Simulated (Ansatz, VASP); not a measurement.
# La in VASP and in Ansatz

```
La
1.0
     3.59962    0.00000    0.00000
    -1.79981    3.11736    0.00000
     0.00000    0.00000   11.55244
La
4
Direct
  0.00000 0.00000 0.00000
  0.00000 0.00000 0.50000
  0.33333 0.66667 0.75000
  0.66667 0.33333 0.25000
```

Alike in both runs: task single point; functional LDA; k mesh 10 × 10 × 3; occupations methfessel-paxton of order 1, width 0.01 eV; no spin polarisation.

|  | VASP | Ansatz |
| --- | --- | --- |
| version | VASP 6.6.1 | Ansatz 0.2.0 |
| potentials or method | VASP PAW LDA potentials, release 64 (La), cutoff 520 eV | plane waves (420 eV) with PAW, scalar-relativistic |
| valence electrons in the cell | 44 | 44 |

|  | VASP | Ansatz | Ansatz less VASP |
| --- | --- | --- | --- |
| pressure (GPa) | -0.1 | -0.1 | +0.07 |

Ansatz warns that its potentials were made for another functional, while VASP's fit it. LDA's correlation is that of Perdew and Zunger in VASP and of Perdew and Wang (1992) in Ansatz.

Spin-orbit coupling is off throughout.
